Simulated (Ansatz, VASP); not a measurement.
HPbNO4 in VASP and in Ansatz

The input INCAR:

```
SYSTEM = HPbNO4
ALGO = Normal ; EDIFF = 1E-7
ENCUT = 520 ; GGA = RE
ISIF = 2 ; ISMEAR = -1
LASPH = .TRUE. ; LCHARG = .FALSE.
LREAL = .FALSE. ; LWAVE = .FALSE.
NBANDS = 31 ; NELM = 60
PREC = Accurate ; SIGMA = 0.05
```

The input KPOINTS:

```
k-points
0
G
  7 7 5
  0 0 0
```

Contents of POSCAR:

```
HPbNO4
1.0
    4.1992300000      0.1111700000      0.1681700000
    1.9160000000      3.8913200000      0.1256800000
    1.7608500000      1.2525900000      6.3726600000
H Pb N O
1 1 1 4
Direct
    0.8914500000      0.6820200000      0.6279600000
    0.1442600000      0.9287200000      0.8835200000
    0.2567000000      0.2886100000      0.3017100000
    0.8310800000      0.6505600000      0.7840500000
    0.3869400000      0.2238000000      0.1129500000
    0.3110400000      0.0357600000      0.4585600000
    0.0772600000      0.6063300000      0.3227500000
```

input.yaml

```yaml
crystal:
  lattice:
    - [4.19923, 0.11117, 0.16817]
    - [1.916, 3.89132, 0.12568]
    - [1.76085, 1.25259, 6.37266]
  atoms:
    - { symbol: H, position: [0.89145, 0.68202, 0.62796] }
    - { symbol: Pb, position: [0.14426, 0.92872, 0.88352] }
    - { symbol: "N", position: [0.2567, 0.28861, 0.30171] }
    - { symbol: O, position: [0.83108, 0.65056, 0.78405] }
    - { symbol: O, position: [0.38694, 0.2238, 0.11295] }
    - { symbol: O, position: [0.31104, 0.03576, 0.45856] }
    - { symbol: O, position: [0.07726, 0.60633, 0.32275] }
hamiltonian:
  xc: revpbe
  pseudopotentials: { kind: paw, azcp: { folder: soft_1 } }
kpoints:
  mp_grid: { grid: [7, 7, 5] }
  band_path:
    path:
      - [[0.0, 0.0, 0.5], [0.0, 0.0, 0.0], [0.5, 0.0, 0.0]]
      - [[0.5, 0.0, 0.5], [0.0, 0.0, 0.0], [0.0, 0.5, 0.0]]
      - [[0.0, 0.5, 0.5], [0.0, 0.0, 0.0], [0.5, 0.5, 0.0]]
      - [[0.5, 0.5, 0.5], [0.0, 0.0, 0.0]]
    npoints: 10
scf:
  occupations: { method: fermi_dirac, width: 0.05 }
  n_extra_bands: 17
output:
  forces: true
  stress: true
  eigenvalues: true
  fatbands: false
```

Alike in both runs: functional revPBE; k mesh 7 × 7 × 5; occupations fermi-dirac, width 0.05 eV; no spin polarisation.

|  | VASP | Ansatz |
| --- | --- | --- |
| version | VASP 6.6.1 | Ansatz 0.2.0 |
| potentials or method | VASP PAW PBE potentials, release 64 (H, Pb_d, N, O) | Ansatz PAW soft_1 |
| plane-wave cutoff (eV) | 520 | 420 |
| valence electrons in the cell | 44 | 44 |
| task | single point | band structure |

|  | VASP | Ansatz | Ansatz less VASP |
| --- | --- | --- | --- |
| gap on the k mesh at the Fermi level (eV) | 2.84 | 2.87 | +0.031 |
| least direct gap on the mesh (eV) | 2.86 | 2.89 | +0.031 |
| pressure (GPa) | 2.6 | 2.1 | -0.51 |
| traceless stress, the component that is largest in VASP (GPa) | -1.25 | -0.50 | +0.741 |
| rms of the force components (eV/Å) | 0.212 | 0.082 | -0.1305 |

VASP's potentials were made for PBE, not for revPBE. Atom by atom the forces differ by 0.140 eV/Å (rms over components). One of these differences is far larger than is usual between the two programs; its cause wasn't traced.

Spin-orbit coupling is off throughout. Noted on VASP's run: the standard files for N, O and F lose accuracy on very short bonds.
